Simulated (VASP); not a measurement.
# KC (F-43m) in VASP: single point with PBE

Aim: the single point of KC with PBE.

All numbers are computed with VASP 6.6.1; they aren't measurements. Logs are shortened: lines on timing, memory, paths and dates and some standing lists are left out, and cuts for length are marked.

### Step 1. The cell of the first run

Symmetry: F-43m, No. 216, cubic system. Conventional cell: a = 6.581 Å, b = 6.581 Å, c = 6.581 Å, α = 90.00°, β = 90.00°, γ = 90.00°. Within 3.8 Å of K (site symmetry -43m) lie 4 C at 2.85 Å. Within 3.8 Å of C (site symmetry -43m) lie 4 K at 2.85 Å.

### Step 2. Single point, PBE

File POSCAR:

```
KC
1.0
    0.0000000000      3.2905329947      3.2905329947
    3.2905329947      0.0000000000      3.2905329947
    3.2905329947      3.2905329947      0.0000000000
K C
1 1
Direct
    0.0000000000      0.0000000000      0.0000000000
    0.7500000000      0.7500000000      0.7500000000
```

File INCAR.step1:

```
SYSTEM = KC
PREC = Accurate
ENCUT = 520
EDIFF = 1E-6
ISMEAR = 0
SIGMA = 0.1
LREAL = .FALSE.
LASPH = .TRUE.
NELM = 100
ALGO = Normal
ISIF = 2
LWAVE = .FALSE.
LCHARG = .TRUE.
GGA = PE
NBANDS = 14
```

File KPOINTS.step1:

```
regular mesh
0
G
  14 14 14
  0 0 0
```

File INCAR.step2:

```
SYSTEM = KC
PREC = Accurate
ENCUT = 520
EDIFF = 1E-6
ISMEAR = -5
SIGMA = 0.1
LREAL = .FALSE.
LASPH = .TRUE.
NELM = 100
ALGO = Normal
ISIF = 2
LWAVE = .FALSE.
LCHARG = .FALSE.
GGA = PE
LORBIT = 11
NBANDS = 14
NEDOS = 2001
ICHARG = 11
```

File KPOINTS.step2:

```
regular mesh
0
G
  21 21 21
  0 0 0
```

Potentials or basis: VASP PAW PBE potentials, release 64 (K_sv, C).

The run is started by

```sh
cat potpaw_PBE.64/K_sv/POTCAR potpaw_PBE.64/C/POTCAR > POTCAR
cp INCAR.step1 INCAR
cp KPOINTS.step1 KPOINTS
mpirun -np 1 vasp_std > vasp.out
cp INCAR.step2 INCAR
cp KPOINTS.step2 KPOINTS
mpirun -np 1 vasp_std > vasp.out
```

OUTCAR:

```text
SYSTEM = KC
   PREC = Accurate
   ENCUT = 520
   EDIFF = 1E-6
   ISMEAR = -5
   LREAL = .FALSE.
   LASPH = .TRUE.
   NELM = 100
   ISIF = 2
   GGA = PE
   LORBIT = 11
   ICHARG = 11

 ion  position               nearest neighbor table
   1  0.000  0.000  0.000-   2 2.85   2 2.85   2 2.85   2 2.85
   2  0.750  0.750  0.750-   1 2.85   1 2.85   1 2.85   1 2.85

  LATTYP: Found a face centered cubic cell.
 ALAT       =     6.5810659894

  Lattice vectors:

 A1 = (   0.0000000000,   3.2905329947,   3.2905329947)
 A2 = (   3.2905329947,   0.0000000000,   3.2905329947)
 A3 = (   3.2905329947,   3.2905329947,   0.0000000000)

Analysis of symmetry for initial positions (statically):
=====================================================================
 Subroutine PRICEL returns:
 Original cell was already a primitive cell.

 Routine SETGRP: Setting up the symmetry group for a
 face centered cubic supercell.

 Subroutine GETGRP returns: Found 24 space group operations
 (whereof 24 operations were pure point group operations)
 out of a pool of 48 trial point group operations.

The static configuration has the point symmetry T_d .

Analysis of symmetry for dynamics (positions and initial velocities):
=====================================================================
 Subroutine PRICEL returns:
 Original cell was already a primitive cell.

 Routine SETGRP: Setting up the symmetry group for a
 face centered cubic supercell.

 Subroutine GETGRP returns: Found 24 space group operations
 (whereof 24 operations were pure point group operations)
 out of a pool of 48 trial point group operations.

The dynamic configuration has the point symmetry T_d .

 Subroutine INISYM returns: Found 24 space group operations
 (whereof 24 operations are pure point group operations),
 and found     1 'primitive' translations

----------------------------------------------------------------------------------------

                                     Primitive cell

  volume of cell :      71.2572

  direct lattice vectors                    reciprocal lattice vectors
     0.000000000  3.290532995  3.290532995    -0.151951067  0.151951067  0.151951067
     3.290532995  0.000000000  3.290532995     0.151951067 -0.151951067  0.151951067
     3.290532995  3.290532995  0.000000000     0.151951067  0.151951067 -0.151951067

  length of vectors
     4.653516389  4.653516389  4.653516389     0.263186969  0.263186969  0.263186969

  position of ions in fractional coordinates (direct lattice)
     0.000000000  0.000000000  0.000000000
     0.750000000  0.750000000  0.750000000

  ion indices of the primitive-cell ions
   primitive index   ion index
                 1           1
                 2           2

----------------------------------------------------------------------------------------

 KPOINTS: regular mesh

Automatic generation of k-mesh.
 Grid dimensions read from file:
 generate k-points for:   21   21   21

 Generating k-lattice:

  Cartesian coordinates                     Fractional coordinates (reciprocal lattice)
    -0.007235765  0.007235765  0.007235765     0.047619048  0.000000000  0.000000000
     0.007235765 -0.007235765  0.007235765     0.000000000  0.047619048  0.000000000
     0.007235765  0.007235765 -0.007235765     0.000000000  0.000000000  0.047619048

  Length of vectors
     0.012532713  0.012532713  0.012532713

  Shift w.r.t. Gamma in fractional coordinates (k-lattice)
     0.000000000  0.000000000  0.000000000

 TETIRR: Found   1276 inequivalent tetrahedra from    55566

 Subroutine IBZKPT returns following result:
 ===========================================

 Found    286 irreducible k-points:

 Following reciprocal coordinates:
            Coordinates               Weight
  0.000000  0.000000  0.000000      1.000000
  0.047619  0.000000  0.000000      8.000000
  0.095238  0.000000  0.000000      8.000000
  0.142857  0.000000  0.000000      8.000000
  0.190476  0.000000  0.000000      8.000000
  0.238095  0.000000  0.000000      8.000000
[... 16 lines left out ...]
 -0.428571  0.047619  0.000000     24.000000
 -0.380952  0.047619  0.000000     24.000000
 [... further k-points ...]
   k-points           NKPTS =    286   k-points in BZ     NKDIM =    286   number of bands    NBANDS=     14
   number of dos      NEDOS =   2001   number of ions     NIONS =      2
   total plane-waves  NPLWV =  46656
   dimension x,y,z NGX =    36 NGY =   36 NGZ =   36
   dimension x,y,z NGXF=    72 NGYF=   72 NGZF=   72
   ions per type =               1   1
   NGX,Y,Z   is equivalent  to a cutoff of  12.86, 12.86, 12.86 a.u.
   NGXF,Y,Z  is equivalent  to a cutoff of  25.72, 25.72, 25.72 a.u.
 SYSTEM =  KC
   PREC   = accura    normal or accurate (medium, high low for compatibility)
   ISTART =      0    job   : 0-new  1-cont  2-samecut
   ICHARG =     11    charge: 1-file 2-atom 10-const
   ISPIN  =      1    spin polarized calculation?
   LNONCOLLINEAR =      F non collinear calculations
   LSORBIT =      F    spin-orbit coupling
   LASPH  =      T    aspherical Exc in radial PAW
   ENCUT  =  520.0 eV  38.22 Ry    6.18 a.u.   8.65  8.65  8.65*2*pi/ulx,y,z
   NELM   =    100;   NELMIN=  2; NELMDL=  0     # of ELM steps
   EDIFF  = 0.1E-05   stopping-criterion for ELM
   LREAL  =      F    real-space projection
   EDIFFG = 0.1E-04   stopping-criterion for IOM
   NSW    =      0    number of steps for IOM
   IBRION =     -1    ionic relax: 0-MD 1-quasi-New 2-CG
   NFREE  =      0    steps in history (QN), initial steepest desc. (CG)
   ISIF   =      2    stress and relaxation
   ISYM   =      2    0-nonsym 1-usesym 2-fastsym
   POTIM  = 0.5000    time-step for ionic-motion
   TEBEG  =    0.0;   TEEND  =   0.0 temperature during run
   PSTRESS=    0.0 pullay stress
   NELECT =      13.0000    total number of electrons
   NUPDOWN=      -1.0000    fix difference up-down
   EMIN   =  10.00;   EMAX   =-10.00  energy-range for DOS
   EFERMI =   0.00;   METHOD = LEGACY
   ISMEAR =    -5;   SIGMA  =   0.10  broadening in eV -4-tet -1-fermi 0-gaus
   EFERMI_NEDOS =   21; number of points for ismear=-14 and -15
   IALGO  =     38    algorithm
   IMIX   =      4    mixing-type and parameters
     AMIX     =   0.40;   BMIX     =  1.00
     AMIX_MAG =   1.60;   BMIX_MAG =  1.00
  volume/ion in A,a.u.               =      35.63       240.43
  Fermi-wavevector in a.u.,A,eV,Ry     =   0.928495  1.754602 11.729630  0.862103
  Thomas-Fermi vector in A             =   2.054678
   LORBIT       =     11    0 simple, 1 ext, 2 COOP (PROOUT), +10 PAW based schemes
   GGA     = PE    functional components
   LHFCALC =     F    Hartree Fock is set to
   AEXX    =    0.0000 exact exchange contribution
   IVDW    =     0    specifies the selected vdW correction
   LEPSILON=     F    determine dielectric tensor
   LRPA    =     F    only Hartree local field effects (RPA)
 non-spin polarized calculation
 Fermi weights with tetrahedron method with Bloechl corrections
  energy-cutoff  :      520.00
  volume of cell :       71.26
 maximum number of plane-waves:      1940

 number of electron      13.0000000 magnetization

 Free energy of the ion-electron system (eV)
  ---------------------------------------------------
  ext. energy  EPLUGINS =         0.00000000
  ---------------------------------------------------
  free energy    TOTEN  =        -4.15732445 eV

  energy without entropy =       -4.15732445  energy(sigma->0) =       -4.15732445

 E-fermi :  -1.2087     XC(G=0):  -6.5692

 val. band max:       -1.2061609917   @ k =   0.0476   0.0476   0.0000
 cond. band min:      -1.2110864497   @ k =  -0.1905   0.1905   0.0000
 fundamental gap:     -0.0049254580
 Fermi energy:        -1.2087008154

 k-point     1 :       0.0000    0.0000    0.0000
  band No.  band energies     occupation
      1     -30.7868      2.00000
      2     -14.2745      2.00000
      3     -14.2745      2.00000
      4     -14.2745      2.00000
      5      -9.6512      2.00000
      6      -1.1714      0.00000
      7      -1.1714      0.00000
      8      -1.1714      0.00000
      9       1.5836      0.00000
     10       6.3650      0.00000
     11       6.3650      0.00000
     12       7.3392      0.00000
     13       7.3392      0.00000
     14       7.3392      0.00000

 k-point     2 :       0.0476    0.0000    0.0000
  band No.  band energies     occupation
      1     -30.7866      2.00000
      2     -14.2783      2.00000
      3     -14.2749      2.00000
      4     -14.2749      2.00000
      5      -9.6442      2.00000
      6      -1.1984      0.90385
      7      -1.1696      0.00000
      8      -1.1696      0.00000
      9       1.6377      0.00000
     10       6.3177      0.00000
     11       6.3177      0.00000
     12       7.3005      0.00000
     13       7.3932      0.00000
     14       7.3932      0.00000

 k-point     3 :       0.0952    0.0000    0.0000
  band No.  band energies     occupation
      1     -30.7862      2.00000
      2     -14.2891      2.00000
      3     -14.2759      2.00000
      4     -14.2759      2.00000
      5      -9.6240      2.00000
      6      -1.2711      2.00906
      7      -1.1644      0.00000
      8      -1.1644      0.00000
      9       1.7901      0.00000
     10       6.2081      0.00000
     11       6.2081      0.00000
     12       7.1899      0.00000
     13       7.5166      0.00000
     14       7.5167      0.00000

 k-point     4 :       0.1429    0.0000    0.0000
  band No.  band energies     occupation
      1     -30.7856      2.00000
      2     -14.3060      2.00000
      3     -14.2776      2.00000
      4     -14.2776      2.00000
      5      -9.5926      2.00000
      6      -1.3707      2.00000
      7      -1.1564      0.00000
      8      -1.1564      0.00000
      9       2.0171      0.00000
     10       6.0856      0.00000
     11       6.0856      0.00000
     12       7.0151      0.00000
     13       7.6445      0.00000
     14       7.6445      0.00000

 k-point     5 :       0.1905    0.0000    0.0000
  band No.  band energies     occupation
      1     -30.7849      2.00000
      2     -14.3271      2.00000
      3     -14.2798      2.00000
      4     -14.2798      2.00000
      5      -9.5531      2.00000
      6      -1.4779      2.00000
      7      -1.1466      0.00000
      8      -1.1466      0.00000
      9       2.2915      0.00000
     10       5.9789      0.00000
     11       5.9789      0.00000
[... 276 lines left out ...]
 k-point    22 :      -0.4762    0.0476    0.0000
  band No.  band energies     occupation
      1     -30.7807      2.00000
      2     -14.4331      2.00000
      3     -14.2932      2.00000
      4     -14.2913      2.00000
      5      -9.3507      2.00000
      6      -1.8175      2.00000
      7      -1.1150      0.00000
      8      -1.1002      0.00000
      9       3.9764      0.00000
     10       4.5574      0.00000
     11       5.8680      0.00000
     12       5.8769      0.00000
     13       7.4864      0.00000
     14       7.5019      0.00000

 k-point    23 :      -0.4286    0.0476    0.0000
  band No.  band energies     occupation
      1     -30.7809      2.00000
      2     -14.4287      2.00000
      3     -14.2931      2.00000
      4     -14.2904      2.00000
      5      -9.3589      2.00000
      6      -1.8083      2.00000
      7      -1.1170      0.00000
      8      -1.1013      0.00000
      9       3.8162      0.00000
     10       4.7489      0.00000
     11       5.8168      0.00000
     12       5.9154      0.00000
     13       7.5060      0.00000
     14       7.5373      0.00000

 k-point    24 :      -0.3810    0.0476    0.0000
  band No.  band energies     occupation
      1     -30.7813      2.00000
      2     -14.4181      2.00000
      3     -14.2922      2.00000
      4     -14.2889      2.00000
      5      -9.3789      2.00000
      6      -1.7847      2.00000
      7      -1.1207      0.00000
      8      -1.1051      0.00000
      9       3.5688      0.00000
     10       5.0620      0.00000
     11       5.7669      0.00000
     12       5.9551      0.00000
     13       7.5444      0.00000
     14       7.6147      0.00000

 [... further k-points ...]

------------------------ aborting loop because EDIFF is reached ----------------------------------------

  FORCE on cell =-STRESS in cart. coord.  units (eV):
  Direction    XX          YY          ZZ          XY          YZ          ZX
  --------------------------------------------------------------------------------------
  -------------------------------------------------------------------------------------
  Total       -0.0548836     -0.0548836     -0.0548836      0.0000000      0.0000000      0.0000000
  in kB       -1.2340253     -1.2340253     -1.2340253      0.0000000      0.0000000      0.0000000
  external PRESSURE =      -1.2340253 kB  Pullay stress =       0.0000000 kB

 VOLUME and BASIS-vectors are now :
 -----------------------------------------------------------------------------
  energy-cutoff  :      520.00
  volume of cell :       71.26
      direct lattice vectors                 reciprocal lattice vectors
     0.000000000  3.290532995  3.290532995    -0.151951067  0.151951067  0.151951067
     3.290532995  0.000000000  3.290532995     0.151951067 -0.151951067  0.151951067
     3.290532995  3.290532995  0.000000000     0.151951067  0.151951067 -0.151951067

 POSITION                                       TOTAL-FORCE (eV/Angst)
 -----------------------------------------------------------------------------------
      0.00000      0.00000      0.00000        -0.000000      0.000000      0.000000
      4.93580      4.93580      4.93580         0.000000      0.000000     -0.000000
 -----------------------------------------------------------------------------------
    total drift:                                0.000000      0.000000     -0.000000

  FREE ENERGIE OF THE ION-ELECTRON SYSTEM (eV)
  ---------------------------------------------------
  free  energy   TOTEN  =        -4.1573244505 eV

  energy  without entropy=       -4.1573244505  energy(sigma->0) =       -4.15732445

 total charge

# of ion       s       p       d       tot
------------------------------------------
    1        1.976   5.564   0.030   7.570
    2        1.003   1.064   0.000   2.067
--------------------------------------------------
tot          2.979   6.628   0.030   9.638
```

Wall time 2 min (1 thread of Intel Xeon 6975P-C (Granite Rapids), shared host); peak memory 0.39 GiB.

What came out:

```
Valence electrons inside the program's atomic spheres : K 7.57; C 2.07
```

Caveat: tetrahedron occupations give inexact forces and stress in metals.
